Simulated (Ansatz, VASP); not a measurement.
## One calculation of CdS, two programs

```
CELL_PARAMETERS angstrom
0.00000 2.94295 2.94295
2.94295 0.00000 2.94295
2.94295 2.94295 0.00000
ATOMIC_POSITIONS crystal
Cd 0.00000 0.00000 0.00000
S 0.75000 0.75000 0.75000
```

Alike in both runs: task relaxation of cell and atoms; functional LDA; k mesh 8 × 8 × 8; occupations gaussian, width 0.02 eV; no spin polarisation.

|  | VASP | Ansatz |
| --- | --- | --- |
| version | VASP 6.6.1 | Ansatz 0.2.0 |
| potentials or method | VASP PAW LDA potentials, release 64 (Cd_sv_GW, S), cutoff 630 eV | scalar-relativistic, plane waves, PAW |
| valence electrons in the cell | 26 | 26 |

Ansatz gave:

- gap on the k mesh at the Fermi level, each at its own relaxed structure (eV): 0.95
- relaxed volume (Å³/atom): 23.85
- relaxed length of the cell vector where the two differ most in proportion (Å): 4.071

Q: Estimate VASP's values.

A: gap on the k mesh at the Fermi level, each at its own relaxed structure (eV): 0.96; relaxed volume (Å³/atom): 23.88; relaxed length of the cell vector where the two differ most in proportion (Å): 4.073.

Ansatz warns that its potentials were made for another functional, while VASP's fit it. LDA's correlation is that of Perdew and Zunger in VASP and of Perdew and Wang (1992) in Ansatz.
